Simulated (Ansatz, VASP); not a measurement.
## ZnS: VASP beside Ansatz

INCAR

```
PREC     = Accurate       # precision mode
ENCUT    = 500            # plane-wave cutoff, eV
EDIFF    = 1E-6           # SCF threshold, eV
ISMEAR   = 0              # smearing method
SIGMA    = 0.01           # smearing width, eV
LREAL    = False          # projectors in reciprocal space
LASPH    = True           # aspherical terms in the spheres
NELM     = 120            # most SCF steps
ALGO     = Normal         # electronic algorithm
ISIF     = 2              # what is computed and relaxed
LWAVE    = False          # write WAVECAR
LCHARG   = False          # write CHGCAR
GGA      = PS             # functional
NBANDS   = 16             # bands
GGA_COMPAT= False
```

KPOINTS

```
Automatic mesh
0
Gamma
  8 8 8
```

Contents of POSCAR:

```
ZnS
1.0
    0.0000000000      2.7020000000      2.7020000000
    2.7020000000      0.0000000000      2.7020000000
    2.7020000000      2.7020000000      0.0000000000
Zn S
1 1
Direct
    0.7500000000      0.7500000000      0.7500000000
    0.0000000000      0.0000000000      0.0000000000
```

Input for Ansatz:

```yaml
crystal:
  lattice:
    - [0.0, 2.702, 2.702]
    - [2.702, 0.0, 2.702]
    - [2.702, 2.702, 0.0]
  atoms:
    - { symbol: Zn, position: [0.75, 0.75, 0.75] }
    - { symbol: S, position: [0.0, 0.0, 0.0] }
kpoints:
  mp_grid: { grid: [8, 8, 8] }
scf:
  occupations: { method: fixed }
hamiltonian:
  xc: pbesol
  pseudopotentials: { kind: all_electron, lapw: { basis_error: 0.001 } }
output:
  forces: true
  stress: true
  eigenvalues: true
  eigenstates:
    nscf_kmesh: { grid: [16, 16, 16] }
    de_dk: true
    e_range: [-9, 11.96669]
  optics:
    e_range: [0, 30]
    de: 0.2
    sigma: 0.15
    bands: { spectra_wanted_up_to: 30 }
    nscf_kmesh: { grid: [16, 16, 16] }
checkpoint:
  write: ck
  write_wavefunctions: false
```

Alike in both runs: task single point; functional PBEsol; k mesh 8 × 8 × 8; no spin polarisation.

```csv
,VASP,Ansatz
version,VASP 6.6.1,Ansatz 0.2.0
potentials or method,"VASP PAW PBE potentials, release 64 (Zn, S), cutoff 500 eV","all-electron LAPW, scalar-relativistic"
occupations,"gaussian, width 0.01 eV",fixed
```

|  | VASP | Ansatz | Ansatz less VASP |
| --- | --- | --- | --- |
| gap on the k mesh at the Fermi level (eV) | 1.98 | 1.98 | -0.002 |
| pressure (GPa) | -1.8 | -2.0 | -0.17 |

VASP's potentials were made for PBE, not for PBEsol. Ansatz ran all-electron here, and VASP with PAW potentials.
